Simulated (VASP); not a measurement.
Here is a VASP 6.6.1 calculation.

File INCAR:

```
SYSTEM = CdSe
  PREC = Accurate
  ENCUT = 520
  EDIFF = 1E-6
  ISMEAR = 0
  SIGMA = 0.01
  LREAL = .FALSE.
  LASPH = .TRUE.
  NELM = 80
  ALGO = Normal
  ISIF = 2
  LWAVE = .FALSE.
  LCHARG = .FALSE.
  GGA = CA
  NBANDS = 16
```

Contents of KPOINTS:

```
regular mesh
0
G
  6 6 6
  0 0 0
```

The input POSCAR:

```
CdSe
1.0
    2.9446773431      2.9446773431      0.0000000000
   -2.9446773431      2.9446773431      0.0000000000
    0.0000000000      2.9446773431      2.9446773431
Cd Se
1 1
Direct
    0.0000000000      0.0000000000      0.0000000000
    0.7500000000      0.2500000000      0.5000000000
```

Potentials or basis: VASP PAW LDA potentials, release 64 (Cd, Se).

The run is started by

```sh
$ cat potpaw_LDA.64/Cd/POTCAR potpaw_LDA.64/Se/POTCAR > POTCAR
$ mpirun -np 1 vasp_std > vasp.out
```

(1) Estimate the pressure.

(2) Estimate the band gap on the k mesh.

Answers

(1) 4.6 GPa.

(2) 0.56 eV, direct.
